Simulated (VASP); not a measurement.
A run of VASP 6.6.1 is set up as follows.

INCAR

```
PREC = Accurate ; ENCUT = 600
EDIFF = 1E-7 ; ISMEAR = 0
SIGMA = 0.1 ; LREAL = F
LASPH = T ; NELM = 100
ALGO = Fast ; ISIF = 3
LWAVE = F ; LCHARG = F
GGA = PE ; IBRION = 2
NSW = 90 ; EDIFFG = -0.04
```

Contents of KPOINTS:

```
Automatic mesh
0
Gamma
  4 4 4
```

File POSCAR:

```
SrAl4Bi
1.0
    0.0000000000      3.8630724400      3.8630724400
    3.8630724400      0.0000000000      3.8630724400
    3.8630724400      3.8630724400      0.0000000000
Sr Al Bi
1 4 1
Direct
    0.2500000000      0.2500000000      0.2500000000
    0.6257700000      0.1226900000      0.6257700000
    0.6257700000      0.6257700000      0.1226900000
    0.6257700000      0.6257700000      0.6257700000
    0.1226900000      0.6257700000      0.6257700000
    0.0000000000      0.0000000000      0.0000000000
```

Potentials or basis: VASP PAW PBE potentials, release 64 (Sr_sv, Al, Bi_d).

The run is started by

```bash
$ cat potpaw_PBE.64/Sr_sv/POTCAR potpaw_PBE.64/Al/POTCAR potpaw_PBE.64/Bi_d/POTCAR > POTCAR
$ mpirun -np 1 vasp_std > vasp.out
```

(1) Estimate the space group after relaxing (to 0.1 Å).

(2) Estimate the band gap on the k mesh.

(3) Estimate the relaxed cell.

(4) Estimate the relaxed volume.

Answers

(1) F-43m (No. 216).

(2) zero (an odd number of electrons rules out a gap without spin polarisation).

(3) a = 5.791 Å, b = 5.791 Å, c = 5.791 Å, α = 60.00°, β = 60.00°, γ = 60.00°.

(4) 22.89 Å³/atom.

Caveat: the volume moved by over 15 % at a fixed basis, so the end points are rough; spin-orbit coupling is left out, which moves the levels of the heavy elements.
